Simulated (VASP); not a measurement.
# Si3C (P1) in VASP: single point with PBEsol

Aim: the single point of Si3C with PBEsol.

Program: VASP 6.6.1. These are calculated values, not measurements. Logs are shortened: lines on timing, memory, paths and dates and some standing lists are left out, and cuts for length are marked.

## (1) The cell of the first run

The typed cell holds 64 atoms: a = 9.833 Å, b = 9.833 Å, c = 9.833 Å, α = 90.00°, β = 90.00°, γ = 90.00°.

## (2) Single point, PBEsol

File INCAR:

```
SYSTEM = Si3C
  PREC = Accurate
  ENCUT = 520
  EDIFF = 1E-7
  ISMEAR = -1
  SIGMA = 0.05
  LREAL = Auto
  LASPH = .TRUE.
  NELM = 60
  ALGO = Normal
  ISIF = 2
  LWAVE = .FALSE.
  LCHARG = .TRUE.
  GGA = PS
  LELF = .TRUE.
  LVHAR = .TRUE.
  NBANDS = 166
```

File KPOINTS:

```
Automatic mesh
0
Gamma
  1 1 1
  0.5 0.5 0.5
```

File POSCAR:

```
Si3C
1.0
    9.8333673337      0.0000000000      0.0000000000
    0.0000000000      9.8333673337      0.0000000000
    0.0000000000      0.0000000000      9.8333673337
Si C
48 16
Direct
    0.9876610000      0.9928150000      0.9816740000
    0.0060470000      0.0214600000      0.5008880000
    0.0291560000      0.4724610000      0.4873130000
    0.4613090000      0.0023100000      0.0150650000
    0.5210150000      0.0377110000      0.5193430000
    0.4633960000      0.4877350000      0.0032780000
    0.1151980000      0.1231990000      0.1332870000
    0.1622900000      0.1502370000      0.6183840000
    0.1178780000      0.6041720000      0.1113260000
    0.1339020000      0.6263640000      0.6320160000
    0.6005300000      0.1483360000      0.1439220000
    0.6212520000      0.6184820000      0.1158950000
    0.5960970000      0.5838790000      0.6062470000
    0.2779570000      0.2555330000      0.0325090000
    0.2523470000      0.7574360000      0.9902810000
    0.2746050000      0.7521250000      0.5042980000
    0.7636990000      0.2297680000      0.9780840000
    0.7641740000      0.7716540000      0.0059770000
    0.7467860000      0.7368770000      0.5059830000
    0.3950360000      0.3607090000      0.5926900000
    0.3880080000      0.8930760000      0.6538450000
    0.8937110000      0.3824040000      0.1125990000
    0.8479710000      0.3488250000      0.5889290000
    0.8691080000      0.8883070000      0.6361000000
    0.2714140000      0.9866450000      0.2316050000
    0.2514030000      0.0176280000      0.8000270000
    0.2569150000      0.4654550000      0.2598190000
    0.2743710000      0.5007060000      0.7635650000
    0.7754220000      0.0065930000      0.2271740000
    0.7377310000      0.0519890000      0.7353310000
    0.7246570000      0.4663160000      0.2610000000
    0.7481040000      0.4819440000      0.7550580000
    0.3812450000      0.1569920000      0.3700140000
    0.4030010000      0.5986070000      0.3823720000
    0.8463110000      0.1614310000      0.3884780000
    0.8775750000      0.6077770000      0.3646730000
    0.8973110000      0.6139870000      0.8919790000
    0.0217850000      0.2714850000      0.2825810000
    0.9869980000      0.2343070000      0.7572780000
    0.9827060000      0.7622620000      0.2198660000
    0.0204620000      0.7721490000      0.7723430000
    0.4784820000      0.7607140000      0.2287700000
    0.4856020000      0.7140510000      0.7694650000
    0.1178540000      0.3812250000      0.8961090000
    0.1263220000      0.8699910000      0.3683130000
    0.5707210000      0.3272010000      0.8476420000
    0.6253490000      0.8873710000      0.3659090000
    0.6141330000      0.8921560000      0.8688490000
    0.0027250000      0.4974560000      0.0013950000
    0.5161830000      0.4626890000      0.4732450000
    0.6302670000      0.1756640000      0.6048790000
    0.2583820000      0.2667730000      0.4808870000
    0.6992080000      0.2592970000      0.4806560000
    0.3913240000      0.3606870000      0.1596220000
    0.3625960000      0.8632190000      0.1137460000
    0.8797260000      0.8884070000      0.1102590000
    0.3412990000      0.1148300000      0.9314310000
    0.3642170000      0.6227980000      0.8900470000
    0.8727870000      0.1129310000      0.8657600000
    0.5009500000      0.2775420000      0.2658350000
    0.5289530000      0.2613210000      0.6797990000
    0.1580980000      0.3590320000      0.3933070000
    0.1280460000      0.8861200000      0.8875790000
    0.6007990000      0.3578440000      0.3822350000
```

Potentials or basis: VASP PAW PBE potentials, release 64 (Si, C).

On the command line:

```bash
$ cat potpaw_PBE.64/Si/POTCAR potpaw_PBE.64/C/POTCAR > POTCAR
$ mpirun -np 1 vasp_std > vasp.out
```

OUTCAR:

```text
SYSTEM = Si3C
   PREC = Accurate
   ENCUT = 520
   EDIFF = 1E-7
   ISMEAR = -1
   LREAL = Auto
   LASPH = .TRUE.
   NELM = 60
   ISIF = 2
   GGA = PS

 ion  position               nearest neighbor table
   1  0.988  0.993  0.982-  56 1.94  63 1.97  59 1.99   7 2.33  41 3.01  18 3.10
   2  0.006  0.021  0.501-  24 2.30   8 2.30  45 2.31  35 2.36
   3  0.029  0.472  0.487-  62 1.93  10 2.32  36 2.33  23 2.38  38 2.82
   4  0.461  0.002  0.015-  57 1.81  55 1.94  48 2.34  11 2.35  25 2.84  26 2.96  14 3.08
   5  0.521  0.038  0.519-  51 1.92  33 2.33  21 2.34  47 2.35  30 3.01
   6  0.463  0.488  0.003-  58 1.99  54 2.10  12 2.30  46 2.44  14 2.94  28 3.00
   7  0.115  0.123  0.133-  25 2.26  38 2.26  14 2.29   1 2.33
   8  0.162  0.150  0.618-  52 2.01   2 2.30  39 2.35  26 2.38  20 3.10
   9  0.118  0.604  0.111-  49 1.88  40 2.31  15 2.33  27 2.42  44 3.05  37 3.06  22 3.10
  10  0.134  0.626  0.632-  16 2.24  28 2.26  41 2.28   3 2.32
  11  0.601  0.148  0.144-  60 2.00   4 2.35  29 2.36  17 2.42  33 3.10
  12  0.621  0.618  0.116-  42 2.27   6 2.30  31 2.30  18 2.33
  13  0.596  0.584  0.606-  50 1.94  32 2.32  43 2.32  19 2.33  34 2.91  20 2.96
  14  0.278  0.256  0.033-  57 1.81  54 1.97   7 2.29  44 2.41   6 2.94  27 3.05   4 3.08
  15  0.252  0.757  0.990-  55 1.93  58 1.98  63 2.03   9 2.33  41 3.13
  16  0.275  0.752  0.504-  10 2.24  45 2.29  34 2.30  21 2.31
  17  0.764  0.230  0.978-  59 1.92  22 2.37  11 2.42  46 2.48  30 2.97  39 3.09
  18  0.764  0.772  0.006-  56 1.91  37 2.32  48 2.32  12 2.33  40 3.01   1 3.10
  19  0.747  0.737  0.506-  36 2.28  24 2.30  13 2.33  47 2.35
  20  0.395  0.361  0.593-  61 1.85  50 1.95  52 1.97  28 2.48  13 2.96  33 2.97  46 3.06   8 3.10
                            34 3.12
  21  0.388  0.893  0.654-  43 2.30  16 2.31  26 2.32   5 2.34  48 3.07
  22  0.894  0.382  0.113-  49 1.90  38 2.36  31 2.36  17 2.37  44 3.06   9 3.10  37 3.15
  23  0.848  0.349  0.589-  53 2.01  32 2.31   3 2.38  39 2.42  35 2.70
  24  0.869  0.888  0.636-  30 2.28   2 2.30  19 2.30  41 2.31
  25  0.271  0.987  0.232-  55 1.90   7 2.26  45 2.27  33 2.41   4 2.84  42 3.01
  26  0.251  0.018  0.800-  57 1.83  63 1.97  21 2.32   8 2.38   4 2.96
  27  0.257  0.465  0.260-  62 1.94  54 1.94  34 2.29   9 2.42  38 3.01  14 3.05
  28  0.274  0.501  0.764-  58 1.94  10 2.26  44 2.33  20 2.48  43 2.95   6 3.00
  29  0.775  0.007  0.227-  56 1.93  35 2.31  47 2.33  11 2.36
  30  0.738  0.052  0.735-  59 1.94  51 2.06  24 2.28  48 2.38  17 2.97   5 3.01  39 3.04
  31  0.725  0.466  0.261-  64 2.01  36 2.29  12 2.30  22 2.36
  32  0.748  0.482  0.755-  23 2.31  13 2.32  37 2.38  46 2.49
  33  0.381  0.157  0.370-  52 1.95  60 1.96   5 2.33  25 2.41  20 2.97  11 3.10
  34  0.403  0.599  0.382-  50 1.96  27 2.29  16 2.30  42 2.32  13 2.91  20 3.12
  35  0.846  0.161  0.388-  53 1.96  38 2.29  29 2.31   2 2.36  23 2.70
  36  0.878  0.608  0.365-  19 2.28  31 2.29  40 2.32   3 2.33
[... 5 lines left out ...]
  42  0.478  0.761  0.229-  55 1.90  12 2.27  34 2.32  47 2.34  25 3.01
  43  0.486  0.714  0.769-  58 1.91  21 2.30  13 2.32  48 2.37  28 2.95
  44  0.118  0.381  0.896-  49 1.91  28 2.33  39 2.37  14 2.41   9 3.05  22 3.06
  45  0.126  0.870  0.368-  25 2.27  40 2.29  16 2.29   2 2.31
  46  0.571  0.327  0.848-  61 1.82   6 2.44  17 2.48  32 2.49  20 3.06
  47  0.625  0.887  0.366-  29 2.33  42 2.34  19 2.35   5 2.35
[... 271 lines left out ...]
   IMIX   =      4    mixing-type and parameters
     AMIX     =   0.40;   BMIX     =  1.00
     AMIX_MAG =   1.60;   BMIX_MAG =  1.00
  volume/ion in A,a.u.               =      14.86       100.26
  Fermi-wavevector in a.u.,A,eV,Ry     =   1.057108  1.997644 15.204192  1.117477
  Thomas-Fermi vector in A             =   2.192368
   LORBIT       =      0    0 simple, 1 ext, 2 COOP (PROOUT), +10 PAW based schemes
   GGA     = PS    functional components
   LHFCALC =     F    Hartree Fock is set to
   AEXX    =    0.0000 exact exchange contribution
   IVDW    =     0    specifies the selected vdW correction
   LEPSILON=     F    determine dielectric tensor
   LRPA    =     F    only Hartree local field effects (RPA)
 non-spin polarized calculation
  energy-cutoff  :      520.00
  volume of cell :      950.84
 maximum number of plane-waves:     25576
 NGX is ok and might be reduce to    72
   NGX = 37   NGY = 37   NGZ = 37

 number of electron     255.9999997 magnetization

 Free energy of the ion-electron system (eV)
  ---------------------------------------------------
  ext. energy  EPLUGINS =         0.00000000
  ---------------------------------------------------
  free energy    TOTEN  =      -408.09229752 eV

  energy without entropy =     -408.01527909  energy(sigma->0) =     -408.05378830

 E-fermi :   7.5757     XC(G=0): -10.4124

 val. band max:        7.4617770016   @ k =   0.5000   0.5000   0.5000
 cond. band min:       7.6993621183   @ k =   0.5000   0.5000   0.5000
 fundamental gap:      0.2375851166
 Fermi energy:         7.5756672739

 k-point     1 :       0.5000    0.5000    0.5000
  band No.  band energies     occupation
      1      -8.7655      2.00000
      2      -7.6571      2.00000
      3      -7.2474      2.00000
      4      -6.8224      2.00000
      5      -6.5720      2.00000
      6      -6.4888      2.00000
[... 132 lines left out ...]
    139       8.7218      0.00000
    140       8.8165      0.00000
 [bands above 140 left out]

------------------------ aborting loop because EDIFF is reached ----------------------------------------

  FORCE on cell =-STRESS in cart. coord.  units (eV):
  Direction    XX          YY          ZZ          XY          YZ          ZX
  --------------------------------------------------------------------------------------
  -------------------------------------------------------------------------------------
  Total        7.8376472     -6.9689411      1.7832332      5.1455742      4.4936604     -9.9685813
  in kB       13.2065537    -11.7427708      3.0047749      8.6703701      7.5718856    -16.7972100
  external PRESSURE =       1.4895193 kB  Pullay stress =       0.0000000 kB

 VOLUME and BASIS-vectors are now :
 -----------------------------------------------------------------------------
  energy-cutoff  :      520.00
  volume of cell :      950.84
      direct lattice vectors                 reciprocal lattice vectors
     9.833367334  0.000000000  0.000000000     0.101694564  0.000000000  0.000000000
     0.000000000  9.833367334  0.000000000     0.000000000  0.101694564  0.000000000
     0.000000000  0.000000000  9.833367334     0.000000000  0.000000000  0.101694564

 POSITION                                       TOTAL-FORCE (eV/Angst)
 -----------------------------------------------------------------------------------
      9.71203      9.76271      9.65316        -0.009805      0.025198     -0.006252
      0.05946      0.21102      4.92542        -0.009438     -0.000547     -0.002562
      0.28670      4.64588      4.79193        -0.008120     -0.001960      0.011455
      4.53622      0.02272      0.14814         0.023901      0.016546      0.015022
      5.12333      0.37083      5.10689         0.000226     -0.008331     -0.004519
      4.55674      4.79608      0.03223        -0.005675     -0.054114      0.005478
[... 56 lines left out ...]
      1.25912      8.71354      8.72789         0.004621     -0.001033     -0.007409
      5.90788      3.51881      3.75866        -0.003522     -0.015845     -0.007892
 -----------------------------------------------------------------------------------
    total drift:                                0.021927     -0.008903     -0.021977

  FREE ENERGIE OF THE ION-ELECTRON SYSTEM (eV)
  ---------------------------------------------------
  free  energy   TOTEN  =      -408.0922975166 eV

  energy  without entropy=     -408.0152790851  energy(sigma->0) =     -408.05378830
```

Wall time 4.4 min (1 thread of Intel Xeon 6975P-C (Granite Rapids), shared host); peak memory 0.94 GiB.

Results:

```yaml
Free_energy: -408.0923 eV
Pressure: 0.1 GPa
Largest_force: 0.097 eV/Å
Band_gap_on_the_k_mesh: 0.24 eV
```

Forces in eV/Å, atoms in the order of the input:
```
Si  -0.010  0.025 -0.006
Si  -0.009 -0.001 -0.003
Si  -0.008 -0.002  0.011
Si   0.024  0.017  0.015
Si   0.000 -0.008 -0.005
Si  -0.006 -0.054  0.005
Si  -0.055 -0.016 -0.011
Si   0.013  0.012 -0.008
Si   0.004  0.008  0.021
Si  -0.072 -0.064  0.009
Si   0.011  0.012 -0.024
Si   0.016 -0.026  0.014
Si   0.047 -0.009 -0.012
Si   0.058  0.035 -0.022
Si   0.010  0.003 -0.009
Si   0.069  0.041 -0.027
Si  -0.054  0.006  0.003
Si   0.017  0.041  0.002
Si  -0.029  0.018  0.002
Si   0.028 -0.023  0.018
Si  -0.015  0.022 -0.001
Si  -0.038 -0.026  0.009
Si   0.023 -0.030  0.028
Si  -0.009 -0.022 -0.012
Si   0.055 -0.002 -0.007
Si  -0.009 -0.002  0.019
Si  -0.004  0.001 -0.017
Si   0.049  0.006  0.011
Si  -0.043  0.002  0.000
Si  -0.006  0.020 -0.002
Si  -0.008 -0.015 -0.006
Si  -0.020 -0.001  0.013
Si   0.021  0.005 -0.002
Si  -0.011 -0.009 -0.008
Si   0.001 -0.013  0.025
Si   0.008  0.005  0.006
Si  -0.038 -0.056 -0.008
Si   0.011  0.007 -0.004
Si  -0.024  0.016 -0.029
Si  -0.013 -0.007 -0.001
Si   0.019  0.063 -0.012
Si  -0.001  0.042 -0.003
Si   0.007 -0.012  0.029
Si  -0.035 -0.018  0.037
Si  -0.040  0.011  0.018
Si   0.072 -0.003  0.026
Si   0.020  0.002 -0.001
Si   0.006  0.000 -0.009
C    0.023  0.014 -0.022
C   -0.011  0.022 -0.008
C    0.009 -0.009 -0.019
C   -0.010  0.001  0.018
C   -0.022  0.005 -0.004
C    0.024  0.008 -0.014
C   -0.019 -0.006  0.002
C   -0.010 -0.008 -0.020
C    0.011 -0.012 -0.021
C   -0.011  0.010 -0.013
C    0.060 -0.024  0.008
C   -0.034  0.008  0.049
C   -0.049  0.005 -0.005
C    0.008  0.003 -0.010
C    0.005 -0.001 -0.007
C   -0.004 -0.016 -0.008
```

Levels at points of the mesh, in eV from the valence-band top:
| k point | band 124 | band 125 | band 126 | band 127 | band 128 | band 129 | band 130 | band 131 | band 132 | band 133 |
| --- | --- | --- | --- | --- | --- | --- | --- | --- | --- | --- |
| (0.50, 0.50, 0.50) | -0.53 | -0.36 | -0.26 | -0.11 | 0.00 | 0.24 | 0.29 | 0.60 | 0.70 | 0.81 |

Caveat: the k points lie up to 0.64 Å⁻¹ apart; the PAW data sets were made with another functional, which shifts forces and pressure a little. A k mesh can miss the band edges.
